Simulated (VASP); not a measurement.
# AlGa3As4 in VASP: a series of runs, part 2 of 2

VASP 6.6.1.

## (3) Single point, PBE

INCAR reads:

```
SYSTEM = AlGa3As4
PREC = Accurate ; ENCUT = 520
EDIFF = 1E-7 ; ISMEAR = 0
SIGMA = 0.1 ; LREAL = .FALSE.
LASPH = .TRUE. ; NELM = 80
ALGO = Normal ; ISIF = 2
LWAVE = .FALSE. ; LCHARG = .FALSE.
GGA = PE ; NBANDS = 41
```

KPOINTS reads:

```
Automatic mesh
0
G
  2 2 2
  0 0 0
```

POSCAR reads:

```
AlGa3As4
1.0
    5.7440067482     -0.0000303049     -0.0000232082
   -0.0000287960      5.7439841189      0.0001351783
   -0.0000182073      0.0001280182      5.7442102068
Al Ga As
1 3 4
Direct
    0.4998701869      0.5000290900      0.4999788106
    0.5001404675      0.0000526016     -0.0001790263
    0.0001043239     -0.0000655606      0.5000230660
   -0.0001051698      0.4999697294      0.0001732598
    0.7491453079      0.2510284912      0.7489392038
    0.7489822038      0.7491350846      0.2509805977
    0.2509888882      0.2508406555      0.2508620189
    0.2508737917      0.7490099085      0.7492220694
```

Potentials or basis: VASP PAW PBE potentials, release 64 (Al, Ga_d, As).

Started as:

```
$ cat potpaw_PBE.64/Al/POTCAR potpaw_PBE.64/Ga_d/POTCAR potpaw_PBE.64/As/POTCAR > POTCAR
$ mpirun -np 1 vasp_std > vasp.out
```

Run time: 2.8 min. Hardware: 1 thread of Intel Xeon 8259CL, shared host; peak memory 0.34 GiB.

It converged, with:

```
Free energy            : -33.4955 eV
Pressure               : 0.2 GPa
Largest force          : 0.004 eV/Å
Band gap on the k mesh : 0.52 eV
```

Forces in eV/Å, atoms in the order of the input:
```
Al   0.001  0.000  0.001
Ga  -0.002  0.000  0.002
Ga  -0.001  0.001 -0.001
Ga   0.001  0.000 -0.001
As  -0.001  0.000 -0.001
As   0.000 -0.002  0.001
As   0.001  0.002  0.002
As   0.002 -0.002 -0.003
```

Levels at points of the mesh, in eV from the valence-band top:
| k point | band 27 | band 28 | band 29 | band 30 | band 31 | band 32 | band 33 | band 34 | band 35 | band 36 |
| --- | --- | --- | --- | --- | --- | --- | --- | --- | --- | --- |
| (0.00, 0.00, 0.00) | -2.40 | -2.40 | 0.00 | 0.00 | 0.00 | 0.52 | 1.54 | 1.54 | 1.54 | 1.57 |
| (0.50, 0.00, 0.00) | -3.02 | -1.55 | -1.55 | -1.45 | -1.45 | 2.01 | 2.21 | 3.19 | 3.26 | 4.48 |
| (0.00, 0.50, 0.00) | -3.02 | -1.55 | -1.55 | -1.45 | -1.45 | 2.01 | 2.21 | 3.19 | 3.26 | 4.48 |
| (0.50, 0.50, 0.00) | -3.01 | -1.09 | -1.09 | -1.09 | -0.99 | 2.56 | 2.72 | 2.72 | 3.12 | 5.41 |
| (0.00, 0.00, 0.50) | -3.02 | -1.55 | -1.55 | -1.45 | -1.45 | 2.01 | 2.21 | 3.19 | 3.26 | 4.48 |
| (0.50, 0.00, 0.50) | -3.01 | -1.09 | -1.09 | -1.09 | -0.99 | 2.56 | 2.72 | 2.72 | 3.12 | 5.41 |
| (0.00, 0.50, 0.50) | -3.01 | -1.09 | -1.09 | -1.09 | -0.99 | 2.56 | 2.72 | 2.72 | 3.12 | 5.41 |
| (0.50, 0.50, 0.50) | -0.97 | -0.97 | -0.95 | -0.95 | -0.95 | 0.91 | 0.91 | 0.91 | 1.86 | 4.36 |

Caveat: the k points lie up to 0.55 Å⁻¹ apart.

## (4) Single point, PBE

INCAR reads:

```
ALGO = Normal ; EDIFF = 1E-6
ENCUT = 520 ; GGA = PE
ISIF = 2 ; ISMEAR = 0
LASPH = True ; LCHARG = True
LELF = True ; LREAL = False
LVHAR = True ; LWAVE = False
NBANDS = 41 ; NELM = 80
PREC = Accurate ; SIGMA = 0.1
```

KPOINTS reads:

```
k-points
0
Gamma
  4 4 4
```

POSCAR reads:

```
AlGa3As4
1.0
    5.7404116000      0.0000000000      0.0000000000
    0.0000000000      5.7404116000      0.0000000000
    0.0000000000      0.0000000000      5.7404116000
Al Ga As
1 3 4
Direct
    0.5000000000      0.5000000000      0.5000000000
    0.5000000000      0.0000000000      0.0000000000
    0.0000000000      0.0000000000      0.5000000000
    0.0000000000      0.5000000000      0.0000000000
    0.7493160000      0.2506840000      0.7493160000
    0.7493160000      0.7493160000      0.2506840000
    0.2506840000      0.2506840000      0.2506840000
    0.2506840000      0.7493160000      0.7493160000
```

Potentials or basis: VASP PAW PBE potentials, release 64 (Al, Ga_d, As).

Started as:

```
$ cat potpaw_PBE.64/Al/POTCAR potpaw_PBE.64/Ga_d/POTCAR potpaw_PBE.64/As/POTCAR > POTCAR
$ mpirun -np 1 vasp_std > vasp.out
```

OUTCAR:

```text
EDIFF = 1E-6
   ENCUT = 520
   GGA = PE
   ISIF = 2
   ISMEAR = 0
   LASPH = True
   LREAL = False
   NELM = 80
   PREC = Accurate

 ion  position               nearest neighbor table
   1  0.500  0.500  0.500-   5 2.48   6 2.48   7 2.48   8 2.48
   2  0.500  0.000  0.000-   5 2.49   6 2.49   7 2.49   8 2.49
   3  0.000  0.000  0.500-   5 2.49   6 2.49   7 2.49   8 2.49
   4  0.000  0.500  0.000-   5 2.49   6 2.49   7 2.49   8 2.49
[... 639 lines left out ...]
  Total        0.1957451      0.1957451      0.1957451      0.0000000      0.0000000     -0.0000000
  in kB        1.6579540      1.6579540      1.6579540      0.0000000      0.0000000     -0.0000000
  external PRESSURE =       1.6579540 kB  Pullay stress =       0.0000000 kB

 VOLUME and BASIS-vectors are now :
 -----------------------------------------------------------------------------
  energy-cutoff  :      520.00
  volume of cell :      189.16
      direct lattice vectors                 reciprocal lattice vectors
     5.740411600  0.000000000  0.000000000     0.174203536  0.000000000  0.000000000
     0.000000000  5.740411600  0.000000000     0.000000000  0.174203536  0.000000000
     0.000000000  0.000000000  5.740411600     0.000000000  0.000000000  0.174203536

 POSITION                                       TOTAL-FORCE (eV/Angst)
 -----------------------------------------------------------------------------------
      2.87021      2.87021      2.87021         0.000000     -0.000000      0.000000
      2.87021      0.00000      0.00000         0.000000     -0.000000      0.000000
      0.00000      0.00000      2.87021         0.000000      0.000000      0.000000
      0.00000      2.87021      0.00000         0.000000     -0.000000      0.000000
      4.30138      1.43903      4.30138        -0.002497      0.002497     -0.002497
      4.30138      4.30138      1.43903        -0.002497     -0.002497      0.002497
      1.43903      1.43903      1.43903         0.002497      0.002497      0.002497
      1.43903      4.30138      4.30138         0.002497     -0.002497     -0.002497
 -----------------------------------------------------------------------------------
    total drift:                               -0.000000     -0.000000      0.000000

  FREE ENERGIE OF THE ION-ELECTRON SYSTEM (eV)
  ---------------------------------------------------
  free  energy   TOTEN  =       -34.1752781807 eV

  energy  without entropy=      -34.1752763708  energy(sigma->0) =      -34.17527728
```

OSZICAR:

```text
N       E                     dE             d eps       ncg     rms          rms(c)
DAV:   1     0.505116482655E+03    0.50512E+03   -0.27138E+04   877   0.189E+03
DAV:   2     0.453286641034E+02   -0.45979E+03   -0.43488E+03   892   0.529E+02
DAV:   3    -0.302328936798E+02   -0.75562E+02   -0.72651E+02   984   0.150E+02
DAV:   4    -0.347338453217E+02   -0.45010E+01   -0.44718E+01   960   0.382E+01
DAV:   5    -0.348488479755E+02   -0.11500E+00   -0.11492E+00   998   0.605E+00    0.576E+00
DAV:   6    -0.342445726646E+02    0.60428E+00   -0.10335E+00  1138   0.106E+01    0.329E+00
DAV:   7    -0.341706522847E+02    0.73920E-01   -0.58781E-01   990   0.296E+00    0.114E+00
DAV:   8    -0.341738868388E+02   -0.32346E-02   -0.84415E-02   971   0.291E+00    0.243E-01
DAV:   9    -0.341745915046E+02   -0.70467E-03   -0.11517E-02  1116   0.136E+00    0.894E-02
DAV:  10    -0.341749731654E+02   -0.38166E-03   -0.15651E-03  1012   0.252E-01    0.468E-02
DAV:  11    -0.341752740384E+02   -0.30087E-03   -0.45266E-04   963   0.894E-02    0.110E-02
DAV:  12    -0.341752774518E+02   -0.34134E-05   -0.15320E-05  1135   0.239E-02    0.598E-03
DAV:  13    -0.341752781807E+02   -0.72890E-06   -0.43006E-06   857   0.893E-03
   1 F= -.34175278E+02 E0= -.34175277E+02  d E =-.180988E-05
```

stdout:

```text
POSCAR found type information on POSCAR AlGaAs
 POSCAR found :  3 types and       8 ions
 scaLAPACK will be used
 LDA part: xc-table for (Slater+PW92), standard interpolation
 POSCAR, INCAR and KPOINTS ok, starting setup
 FFT: planning ... GRIDC
 FFT: planning ... GRID_SOFT
 FFT: planning ... GRID
 WAVECAR not read
 entering main loop
```

Run time: 2.6 min. Hardware: 1 thread of Intel Xeon 8259CL, shared host; peak memory 0.36 GiB.

Results:

| Property | Result |
| --- | --- |
| Free energy | -34.1753 eV |
| Pressure | 0.2 GPa |
| Largest force | 0.004 eV/Å |
| Band gap on the k mesh | 0.54 eV |

Forces on the atoms (eV/Å):
```
Al   0.000  0.000  0.000
Ga   0.000  0.000  0.000
Ga   0.000  0.000  0.000
Ga   0.000  0.000  0.000
As  -0.002  0.002 -0.002
As  -0.002 -0.002  0.002
As   0.002  0.002  0.002
As   0.002 -0.002 -0.002
```

A k mesh can miss the band edges.

## (5) Summary

| cell | k mesh | gap on the mesh (eV) | pressure (GPa) |
| --- | --- | --- | --- |
| a = 5.740 Å, 8 atoms | 2 × 2 × 2 | 0.53 | 0.3 |
| a = 5.744 Å, 8 atoms | 2 × 2 × 2 | 0.52 | 0.2 |
| a = 5.740 Å, 8 atoms | 4 × 4 × 4 | 0.54 | 0.2 |

Alike in all rows: task single point; level PBE; potentials or basis VASP PAW PBE potentials, release 64 (Al, Ga_d, As); no spin polarisation; cutoff (eV) 520; smearing gaussian 0.1 eV.

Caveats: some runs use coarse meshes.

Total energies depend on the potentials used, so only differences within one code and one set of settings carry meaning.
